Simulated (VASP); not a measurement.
Runs of VASP 6.6.1 on C. The structure is that of space group Fd-3m (No. 227), or close to it. The cells are those of the table. 

| task | cell | k mesh | smearing | gap on the mesh (eV) | pressure (GPa) |
| --- | --- | --- | --- | --- | --- |
| single point | a = 2.526 Å, angles 60.0°, 2 atoms | 10 × 10 × 10 | gaussian 0.01 eV | 4.16 | 0.0 |
| single point | a = 2.522 Å, angles 60.0°, 2 atoms | 8 × 8 × 8 | gaussian 0.1 eV | (a) | 1.7 |
| relaxation of cell and atoms | relaxed from a = 2.522 Å, angles 60.0°, 2 atoms | 10 × 10 × 10 | gaussian 0.02 eV | 4.16 | 0.0 |
| single point | a = 2.526 Å, angles 60.0°, 2 atoms | 10 × 10 × 10 | gaussian 0.02 eV | 4.16 | 0.0 |

Alike in all rows: level PBE; potentials or basis VASP PAW PBE potentials, release 64 (C); no spin polarisation; cutoff (eV) 600.

Problem. Fill in the values left out.

Solution. (a) 4.13.

A k mesh can miss the band edges.
